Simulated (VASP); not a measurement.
N, 4 atoms in the cell. Symmetry: P4_2/mnm, No. 136, tetragonal system. The conventional cell has a = 4.430 Å, b = 4.430 Å, c = 5.750 Å, α = 90.00°, β = 90.00°, γ = 90.00°. N (site symmetry m2m) has 1 N at 1.10 Å within 1.5 Å. 

| Item | Value |
| --- | --- |
| Program | VASP 6.6.1 |
| Task | relaxation of cell and atoms |
| Functional | PBE |
| Potentials or basis | VASP PAW PBE potentials, release 64 (N) |
| Cutoff | 600 eV |
| k mesh | 6 × 6 × 4 |
| Occupations | gaussian, width 0.02 eV |
| Spin | no spin polarisation |
| Dipole correction | no |
| Further INCAR settings | ALGO = Normal; EDIFF = 1e-06; IBRION = 2; EDIFFG = -0.01; NSW = 100; ISIF = 3 |

Potentials or basis: VASP PAW PBE potentials, release 64 (N).

The run is started by

```bash
$ cat potpaw_PBE.64/N/POTCAR > POTCAR
$ mpirun -np 1 vasp_std > vasp.out
```

Hardware: 1 thread of Intel Xeon 6975P-C, on a shared host.

Estimate the wall time of this run.

Wall time 5 min on 1 thread of Intel Xeon 6975P-C (shared host), peak memory 0.25 GiB. Counts: scf iterations 89, k points 30, ion steps 15.
